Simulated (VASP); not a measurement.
# AlHCl4 (P4/mmm) in VASP: notebook

AlHCl4 is run at these levels: PBE; tasks: single point, relaxation of cell and atoms.

All numbers are computed with VASP 6.6.1; they aren't measurements. Logs are shortened: lines on timing, memory, paths and dates and some standing lists are left out, and cuts for length are marked.

### 1 The cell of the first run

The structure is tetragonal, space group P4/mmm (No. 123). Conventional cell: a = 4.757 Å, b = 4.757 Å, c = 7.816 Å, α = 90.00°, β = 90.00°, γ = 90.00°. Al (site symmetry 4/mmm) has 6 Cl at 2.21 to 2.38 Å within 2.9 Å. Within 4.9 Å of H (site symmetry 4/mmm) lie 16 Cl at 3.77 to 4.57 Å and 4 H at 4.76 Å. Cl (site symmetry mmm) has 2 Al at 2.38 Å within 3.1 Å. Within 2.9 Å of Cl (site symmetry 4mm) lie 1 Al at 2.21 Å.

### 2 Single point, PBE

File INCAR:

```
SYSTEM = AlHCl4
PREC = Accurate
ENCUT = 520
EDIFF = 1E-6
ISMEAR = 0
SIGMA = 0.1
LREAL = .False.
LASPH = .True.
NELM = 100
ALGO = Normal
ISIF = 2
LWAVE = .False.
LCHARG = .False.
GGA = PE
NBANDS = 25
```

File KPOINTS:

```
regular mesh
0
Gamma
  8 8 6
  0 0 0
```

File POSCAR:

```
AlHCl4
1.0
    4.7567133790      0.0000000000      0.0000000000
    0.0000000000      4.7567133790      0.0000000000
    0.0000000000      0.0000000000      7.8160491450
Al H Cl
1 1 4
Direct
    0.0000000000      0.0000000000      0.0000000000
    0.5000000000      0.5000000000      0.5000000000
    0.5000000000      0.0000000000      0.0000000000
    0.0000000000      0.5000000000      0.0000000000
    0.0000000000      0.0000000000      0.2832771131
    0.0000000000      0.0000000000      0.7167228869
```

Potentials or basis: VASP PAW PBE potentials, release 64 (Al, H, Cl).

On the command line:

```console
$ cat potpaw_PBE.64/Al/POTCAR potpaw_PBE.64/H/POTCAR potpaw_PBE.64/Cl/POTCAR > POTCAR
$ mpirun -np 1 vasp_std > vasp.out
```

OUTCAR:

```text
SYSTEM = AlHCl4
   PREC = Accurate
   ENCUT = 520
   EDIFF = 1E-6
   ISMEAR = 0
   LREAL = .False.
   LASPH = .True.
   NELM = 100
   ISIF = 2
   GGA = PE

 ion  position               nearest neighbor table
   1  0.000  0.000  0.000-   5 2.21   6 2.21   3 2.38   4 2.38   4 2.38   3 2.38
   2  0.500  0.500  0.500-
   3  0.500  0.000  0.000-   1 2.38   1 2.38
   4  0.000  0.500  0.000-   1 2.38   1 2.38
   5  0.000  0.000  0.283-   1 2.21
   6  0.000  0.000  0.717-   1 2.21

  LATTYP: Found a simple tetragonal cell.
 ALAT       =     4.7567133790
 C/A-ratio  =     1.6431616796

  Lattice vectors:

 A1 = (   4.7567133790,   0.0000000000,   0.0000000000)
 A2 = (   0.0000000000,   4.7567133790,   0.0000000000)
 A3 = (   0.0000000000,   0.0000000000,   7.8160491450)

Analysis of symmetry for initial positions (statically):
=====================================================================
 Subroutine PRICEL returns:
 Original cell was already a primitive cell.

 Routine SETGRP: Setting up the symmetry group for a
 simple tetragonal supercell.

 Subroutine GETGRP returns: Found 16 space group operations
 (whereof 16 operations were pure point group operations)
 out of a pool of 16 trial point group operations.

The static configuration has the point symmetry D_4h.

Analysis of symmetry for dynamics (positions and initial velocities):
=====================================================================
 Subroutine PRICEL returns:
 Original cell was already a primitive cell.

 Routine SETGRP: Setting up the symmetry group for a
 simple tetragonal supercell.

 Subroutine GETGRP returns: Found 16 space group operations
 (whereof 16 operations were pure point group operations)
 out of a pool of 16 trial point group operations.

The dynamic configuration has the point symmetry D_4h.

 Subroutine INISYM returns: Found 16 space group operations
 (whereof 16 operations are pure point group operations),
 and found     1 'primitive' translations

----------------------------------------------------------------------------------------

                                     Primitive cell

  volume of cell :     176.8484

  direct lattice vectors                    reciprocal lattice vectors
     4.756713379  0.000000000  0.000000000     0.210229190  0.000000000  0.000000000
     0.000000000  4.756713379  0.000000000     0.000000000  0.210229190  0.000000000
     0.000000000  0.000000000  7.816049145     0.000000000  0.000000000  0.127941877

  length of vectors
     4.756713379  4.756713379  7.816049145     0.210229190  0.210229190  0.127941877

  position of ions in fractional coordinates (direct lattice)
     0.000000000  0.000000000  0.000000000
     0.500000000  0.500000000  0.500000000
     0.500000000  0.000000000  0.000000000
     0.000000000  0.500000000  0.000000000
     0.000000000  0.000000000  0.283277113
     0.000000000  0.000000000  0.716722887

  ion indices of the primitive-cell ions
   primitive index   ion index
                 1           1
                 2           2
                 3           3
                 4           4
                 5           5
                 6           6

----------------------------------------------------------------------------------------

 KPOINTS: regular mesh

Automatic generation of k-mesh.
 Grid dimensions read from file:
 generate k-points for:    8    8    6

 Generating k-lattice:

  Cartesian coordinates                     Fractional coordinates (reciprocal lattice)
     0.026278649  0.000000000  0.000000000     0.125000000  0.000000000  0.000000000
     0.000000000  0.026278649  0.000000000     0.000000000  0.125000000  0.000000000
     0.000000000  0.000000000  0.021323646     0.000000000  0.000000000  0.166666667

  Length of vectors
     0.026278649  0.026278649  0.021323646

  Shift w.r.t. Gamma in fractional coordinates (k-lattice)
     0.000000000  0.000000000  0.000000000

 Subroutine IBZKPT returns following result:
 ===========================================

 Found     60 irreducible k-points:

 Following reciprocal coordinates:
            Coordinates               Weight
  0.000000  0.000000  0.000000      1.000000
  0.125000  0.000000  0.000000      4.000000
  0.250000  0.000000  0.000000      4.000000
  0.375000  0.000000  0.000000      4.000000
  0.500000  0.000000  0.000000      2.000000
  0.125000  0.125000  0.000000      4.000000
[... 16 lines left out ...]
  0.375000  0.125000  0.166667     16.000000
  0.500000  0.125000  0.166667      8.000000
 [... further k-points ...]
   k-points           NKPTS =     60   k-points in BZ     NKDIM =     60   number of bands    NBANDS=     25
   number of dos      NEDOS =    301   number of ions     NIONS =      6
   total plane-waves  NPLWV =  77760
   dimension x,y,z NGX =    36 NGY =   36 NGZ =   60
   dimension x,y,z NGXF=    72 NGYF=   72 NGZF=  120
   ions per type =               1   1   4
   NGX,Y,Z   is equivalent  to a cutoff of  12.58, 12.58, 12.76 a.u.
   NGXF,Y,Z  is equivalent  to a cutoff of  25.16, 25.16, 25.52 a.u.
 SYSTEM =  AlHCl4
   PREC   = accura    normal or accurate (medium, high low for compatibility)
   ISTART =      0    job   : 0-new  1-cont  2-samecut
   ICHARG =      2    charge: 1-file 2-atom 10-const
   ISPIN  =      1    spin polarized calculation?
   LNONCOLLINEAR =      F non collinear calculations
   LSORBIT =      F    spin-orbit coupling
   LASPH  =      T    aspherical Exc in radial PAW
   ENCUT  =  520.0 eV  38.22 Ry    6.18 a.u.   8.84  8.84 14.53*2*pi/ulx,y,z
   NELM   =    100;   NELMIN=  2; NELMDL= -5     # of ELM steps
   EDIFF  = 0.1E-05   stopping-criterion for ELM
   LREAL  =      F    real-space projection
   EDIFFG = 0.1E-04   stopping-criterion for IOM
   NSW    =      0    number of steps for IOM
   IBRION =     -1    ionic relax: 0-MD 1-quasi-New 2-CG
   NFREE  =      0    steps in history (QN), initial steepest desc. (CG)
   ISIF   =      2    stress and relaxation
   ISYM   =      2    0-nonsym 1-usesym 2-fastsym
   POTIM  = 0.5000    time-step for ionic-motion
   TEBEG  =    0.0;   TEEND  =   0.0 temperature during run
   PSTRESS=    0.0 pullay stress
   NELECT =      32.0000    total number of electrons
   NUPDOWN=      -1.0000    fix difference up-down
   EMIN   =  10.00;   EMAX   =-10.00  energy-range for DOS
   EFERMI =   0.00;   METHOD = LEGACY
   ISMEAR =     0;   SIGMA  =   0.10  broadening in eV -4-tet -1-fermi 0-gaus
   EFERMI_NEDOS =   21; number of points for ismear=-14 and -15
   IALGO  =     38    algorithm
   IMIX   =      4    mixing-type and parameters
     AMIX     =   0.40;   BMIX     =  1.00
     AMIX_MAG =   1.60;   BMIX_MAG =  1.00
  volume/ion in A,a.u.               =      29.47       198.91
  Fermi-wavevector in a.u.,A,eV,Ry     =   0.925958  1.749806 11.665599  0.857397
  Thomas-Fermi vector in A             =   2.051868
   LORBIT       =      0    0 simple, 1 ext, 2 COOP (PROOUT), +10 PAW based schemes
   GGA     = PE    functional components
   LHFCALC =     F    Hartree Fock is set to
   AEXX    =    0.0000 exact exchange contribution
   IVDW    =     0    specifies the selected vdW correction
   LEPSILON=     F    determine dielectric tensor
   LRPA    =     F    only Hartree local field effects (RPA)
 non-spin polarized calculation
 Gauss-broadening in eV      SIGMA  =   0.10
  energy-cutoff  :      520.00
  volume of cell :      176.85
 maximum number of plane-waves:      4788
 NGX is ok and might be reduce to    36
   NGX = 17   NGY = 17   NGZ = 29

 number of electron      31.9999984 magnetization

 Free energy of the ion-electron system (eV)
  ---------------------------------------------------
  ext. energy  EPLUGINS =         0.00000000
  ---------------------------------------------------
  free energy    TOTEN  =       -16.06350033 eV

  energy without entropy =      -16.01738310  energy(sigma->0) =      -16.04044172

 E-fermi :  -1.7783     XC(G=0):  -6.8489

 val. band max:       -1.7808881525   @ k =   0.5000   0.3750   0.0000
 cond. band min:      -1.7776823879   @ k =   0.3750   0.0000   0.0000
 fundamental gap:      0.0032057646
 Fermi energy:        -1.7783156364

 k-point     1 :       0.0000    0.0000    0.0000
  band No.  band energies     occupation
      1     -16.3536      2.00000
      2     -15.0636      2.00000
      3     -15.0603      2.00000
      4     -14.8464      2.00000
      5      -6.0504      2.00000
      6      -6.0504      2.00000
[... 17 lines left out ...]
     24       7.6224      0.00000
     25       7.8157      0.00000

 k-point     2 :       0.1250    0.0000    0.0000
  band No.  band energies     occupation
      1     -16.3118      2.00000
      2     -15.1024      2.00000
      3     -15.0577      2.00000
      4     -14.8563      2.00000
      5      -6.2741      2.00000
      6      -6.0185      2.00000
[... 17 lines left out ...]
     24       7.6881      0.00000
     25       7.8216      0.00000

 k-point     3 :       0.2500    0.0000    0.0000
  band No.  band energies     occupation
      1     -16.1937      2.00000
      2     -15.2241      2.00000
      3     -15.0514      2.00000
      4     -14.8696      2.00000
      5      -6.5795      2.00000
      6      -5.9362      2.00000
[... 17 lines left out ...]
     24       7.7675      0.00000
     25       7.8852      0.00000

 k-point     4 :       0.3750    0.0000    0.0000
  band No.  band energies     occupation
      1     -16.0276      2.00000
      2     -15.4019      2.00000
      3     -15.0451      2.00000
      4     -14.8748      2.00000
      5      -6.7778      2.00000
      6      -5.8448      2.00000
[... 17 lines left out ...]
     24       7.9156      0.00000
     25       8.2021      0.00000
[... 477 lines left out ...]
 k-point    22 :       0.2500    0.1250    0.1667
  band No.  band energies     occupation
      1     -16.1494      2.00000
      2     -15.2375      2.00000
      3     -15.0886      2.00000
      4     -14.8613      2.00000
      5      -6.8824      2.00000
      6      -5.5468      2.00000
[... 17 lines left out ...]
     24       7.7700      0.00000
     25       7.9800      0.00000

 k-point    23 :       0.3750    0.1250    0.1667
  band No.  band energies     occupation
      1     -15.9844      2.00000
      2     -15.4017      2.00000
      3     -15.0824      2.00000
      4     -14.8751      2.00000
      5      -7.0916      2.00000
      6      -5.4069      2.00000
[... 17 lines left out ...]
     24       7.9248      0.00000
     25       8.0705      0.00000

 k-point    24 :       0.5000    0.1250    0.1667
  band No.  band energies     occupation
      1     -15.8732      2.00000
      2     -15.5148      2.00000
      3     -15.0798      2.00000
      4     -14.8787      2.00000
      5      -7.1622      2.00000
      6      -5.3537      2.00000
[... 17 lines left out ...]
     24       7.9936      0.00000
     25       8.0426      0.00000

 [... further k-points ...]
[... 5 lines left out ...]
  --------------------------------------------------------------------------------------
  -------------------------------------------------------------------------------------
  Total       -0.0374152     -0.0374152     -0.1320279      0.0000000      0.0000000      0.0000000
  in kB       -0.3389672     -0.3389672     -1.1961209      0.0000000      0.0000000      0.0000000
  external PRESSURE =      -0.6246851 kB  Pullay stress =       0.0000000 kB

 VOLUME and BASIS-vectors are now :
 -----------------------------------------------------------------------------
  energy-cutoff  :      520.00
  volume of cell :      176.85
      direct lattice vectors                 reciprocal lattice vectors
     4.756713379  0.000000000  0.000000000     0.210229190  0.000000000  0.000000000
     0.000000000  4.756713379  0.000000000     0.000000000  0.210229190  0.000000000
     0.000000000  0.000000000  7.816049145     0.000000000  0.000000000  0.127941877

 POSITION                                       TOTAL-FORCE (eV/Angst)
 -----------------------------------------------------------------------------------
      0.00000      0.00000      0.00000        -0.000000      0.000000     -0.000000
      2.37836      2.37836      3.90802        -0.000000      0.000000     -0.000000
      2.37836      0.00000      0.00000        -0.000000      0.000000     -0.000000
      0.00000      2.37836      0.00000        -0.000000      0.000000     -0.000000
      0.00000      0.00000      2.21411         0.000000      0.000000     -0.028970
      0.00000      0.00000      5.60194        -0.000000     -0.000000      0.028970
 -----------------------------------------------------------------------------------
    total drift:                                0.000000      0.000000     -0.000000

  FREE ENERGIE OF THE ION-ELECTRON SYSTEM (eV)
  ---------------------------------------------------
  free  energy   TOTEN  =       -16.0635003334 eV

  energy  without entropy=      -16.0173831044  energy(sigma->0) =      -16.04044172
```

It took 3.3 min on 1 thread of Intel Xeon Platinum 8488C (Sapphire Rapids), shared host; peak memory 0.39 GiB.

What came out:

```yaml
Free_energy: -16.0635 eV
Pressure: -0.1 GPa
Largest_force: 0.029 eV/Å
Band_gap_on_the_k_mesh: zero (band 16 reaches -1.71 eV, above the bottom of band 17 at -1.92 eV)
```

Forces on the atoms (eV/Å):
```
Al   0.000  0.000  0.000
H    0.000  0.000  0.000
Cl   0.000  0.000  0.000
Cl   0.000  0.000  0.000
Cl   0.000  0.000 -0.029
Cl   0.000  0.000  0.029
```

Levels at points of the mesh, in eV from the Fermi level:
```csv
k point,band 12,band 13,band 14,band 15,band 16,band 17,band 18,band 19,band 20,band 21
"(0.00, 0.00, 0.00)",-0.78,-0.78,-0.67,-0.59,-0.59,-0.15,3.30,7.41,7.97,8.43
"(0.50, 0.00, 0.00)",-1.07,-0.98,-0.77,-0.59,0.06,0.13,5.40,6.79,7.79,9.26
"(0.50, 0.50, 0.00)",-1.27,-1.27,-0.03,0.05,0.07,0.07,5.94,5.94,7.72,7.78
"(0.00, 0.00, 0.50)",-1.00,-0.76,-0.76,-0.45,-0.45,0.00,3.85,7.03,7.98,8.77
"(0.50, 0.00, 0.50)",-1.12,-0.96,-0.84,-0.44,-0.38,0.32,5.91,6.88,7.93,9.06
"(0.50, 0.50, 0.50)",-1.09,-1.02,-0.07,-0.07,-0.05,0.05,6.12,6.12,8.22,8.34
```

### 3 Relaxation of cell and atoms, PBE

This run uses another cell than the first one, of 29.06 Å³/atom, 0.986 times its volume.

File INCAR:

```
SYSTEM = AlHCl4
PREC = Accurate
ENCUT = 600
EDIFF = 1E-7
ISMEAR = 0
SIGMA = 0.1
LREAL = .False.
LASPH = .True.
NELM = 100
ALGO = Normal
ISIF = 3
LWAVE = .False.
LCHARG = .False.
GGA = PE
IBRION = 2
NSW = 100
EDIFFG = -0.01
```

File KPOINTS:

```
Automatic mesh
0
Gamma
  8 8 6
  0 0 0
```

File POSCAR:

```
AlHCl4
1.0
    4.7398235582      0.0000000000      0.0000000000
    0.0000000000      4.7398235582      0.0000000000
    0.0000000000      0.0000000000      7.7604494546
Al H Cl
1 1 4
Direct
    0.0000000000      0.0000000000      0.0000000000
    0.5000000000      0.5000000000      0.5000000000
    0.5000000000      0.0000000000      0.0000000000
    0.0000000000      0.5000000000      0.0000000000
    0.0000000000      0.0000000000      0.2852430428
    0.0000000000      0.0000000000      0.7147569572
```

Potentials or basis: VASP PAW PBE potentials, release 64 (Al, H, Cl).

On the command line:

```console
$ cat potpaw_PBE.64/Al/POTCAR potpaw_PBE.64/H/POTCAR potpaw_PBE.64/Cl/POTCAR > POTCAR
$ mpirun -np 1 vasp_std > vasp.out
```

It took 15 min on 1 thread of Intel Xeon Platinum 8488C (Sapphire Rapids), shared host; peak memory 0.47 GiB.

It converged, with:

- Free energy: -16.0642 eV
- Relaxed volume: 29.45 Å³/atom
- Relaxed cell: a = 4.757 Å, b = 4.757 Å, c = 7.806 Å, α = 90.00°, β = 90.00°, γ = 90.00°
- Space group after relaxing (to 0.05 Å): P4/mmm (No. 123)
- Energy gained by relaxing: 0.2 meV/atom
- Ionic steps: 9
- Pressure after relaxing: 0.0 GPa
- Largest force after relaxing: 0.007 eV/Å
- Band gap on the k mesh: zero (band 16 reaches -1.70 eV, above the bottom of band 17 at -1.92 eV)

Forces on the atoms (eV/Å):
```
Al   0.000  0.000  0.000
H    0.000  0.000  0.000
Cl   0.000  0.000  0.000
Cl   0.000  0.000  0.000
Cl   0.000  0.000  0.007
Cl   0.000  0.000 -0.007
```

Step by step:
```csv
step,energy change (eV),largest force (eV/Å),pressure (GPa),volume (Å³)
1,0.0000,0.0189,0.15,174.35
2,-0.0005,0.0394,0.06,175.03
3,-0.0007,0.0546,-0.02,175.53
4,-0.0009,0.0210,0.01,175.74
5,-0.0010,0.0081,0.03,175.82
6,-0.0011,0.0089,0.01,176.06
7,-0.0012,0.0105,-0.05,176.79
8,-0.0013,0.0142,0.02,176.63
9,-0.0013,0.0073,0.00,176.68
```

Final structure:
```yaml
crystal:
  lattice:
    - [4.75743, 0.00000, 0.00000]
    - [0.00000, 4.75743, 0.00000]
    - [0.00000, 0.00000, 7.80610]
  atoms:
    - { symbol: Al, position: [0.00000, 0.00000, 0.00000] }
    - { symbol: H, position: [0.50000, 0.50000, 0.50000] }
    - { symbol: Cl, position: [0.50000, 0.00000, 0.00000] }
    - { symbol: Cl, position: [0.00000, 0.50000, 0.00000] }
    - { symbol: Cl, position: [0.00000, 0.00000, 0.28310] }
    - { symbol: Cl, position: [0.00000, 0.00000, 0.71690] }
```

Levels at points of the mesh, in eV from the Fermi level:
| k point | band 14 | band 15 | band 16 | band 17 | band 18 | band 19 |
| --- | --- | --- | --- | --- | --- | --- |
| (0.00, 0.00, 0.00) | -0.67 | -0.59 | -0.59 | -0.15 | 3.32 | 7.41 |
| (0.50, 0.00, 0.00) | -0.77 | -0.60 | 0.06 | 0.13 | 5.42 | 6.79 |
| (0.50, 0.50, 0.00) | -0.03 | 0.05 | 0.07 | 0.07 | 5.94 | 5.94 |
| (0.00, 0.00, 0.50) | -0.76 | -0.45 | -0.45 | 0.00 | 3.87 | 7.04 |
| (0.50, 0.00, 0.50) | -0.84 | -0.45 | -0.38 | 0.32 | 5.93 | 6.88 |
| (0.50, 0.50, 0.50) | -0.07 | -0.07 | -0.05 | 0.05 | 6.12 | 6.12 |

### 4 Single point, PBE

This run uses another cell than the first one, of 29.06 Å³/atom, 0.986 times its volume.

File INCAR:

```
PREC     = Accurate       # precision mode
ENCUT    = 520            # plane-wave cutoff, eV
EDIFF    = 1E-6           # SCF threshold, eV
ISMEAR   = 0              # smearing method
SIGMA    = 0.1            # smearing width, eV
LREAL    = F              # projectors in reciprocal space
LASPH    = T              # aspherical terms in the spheres
NELM     = 100            # most SCF steps
ALGO     = Normal         # electronic algorithm
ISIF     = 2              # what is computed and relaxed
LWAVE    = F              # write WAVECAR
LCHARG   = F              # write CHGCAR
GGA      = PE             # functional
NBANDS   = 25             # bands
```

File KPOINTS:

```
Automatic mesh
0
Gamma
  4 4 4
```

POSCAR is that of step 3.

On the command line:

```console
$ cat potpaw_PBE.64/Al/POTCAR potpaw_PBE.64/H/POTCAR potpaw_PBE.64/Cl/POTCAR > POTCAR
$ mpirun -np 1 vasp_std > vasp.out
```

Wall time 50 s (1 thread of Intel Xeon Platinum 8488C (Sapphire Rapids), shared host); peak memory 0.29 GiB.

It converged, with:

* Free energy: -16.0640 eV
* Pressure: 0.1 GPa
* Largest force: 0.026 eV/Å
* Band gap on the k mesh: zero (band 16 reaches -1.61 eV, above the bottom of band 17 at -1.85 eV)

Forces in eV/Å, atoms in the order of the input:
```
Al   0.000  0.000  0.000
H    0.000  0.000  0.000
Cl   0.000  0.000  0.000
Cl   0.000  0.000  0.000
Cl   0.000  0.000 -0.026
Cl   0.000  0.000  0.026
```

Stress tensor (GPa, compression positive):
```
0.16 0.00 0.00
0.00 0.16 0.00
0.00 0.00 0.03
```

Levels at points of the mesh, in eV from the Fermi level:
```tsv
k point	band 13	band 14	band 15	band 16	band 17	band 18	band 19	band 20
(0.00, 0.00, 0.00)	-0.82	-0.65	-0.59	-0.59	-0.16	3.31	7.42	7.93
(0.50, 0.00, 0.00)	-0.96	-0.76	-0.59	0.07	0.13	5.44	6.81	7.80
(0.50, 0.50, 0.00)	-1.27	-0.05	0.02	0.08	0.08	5.96	5.96	7.76
(0.00, 0.00, 0.50)	-0.80	-0.80	-0.44	-0.44	0.00	3.89	7.04	7.94
(0.50, 0.00, 0.50)	-0.99	-0.84	-0.43	-0.40	0.33	5.97	6.90	7.98
(0.50, 0.50, 0.50)	-0.98	-0.07	-0.07	-0.06	0.02	6.14	6.14	8.22
```

[end of part 1 of 2]
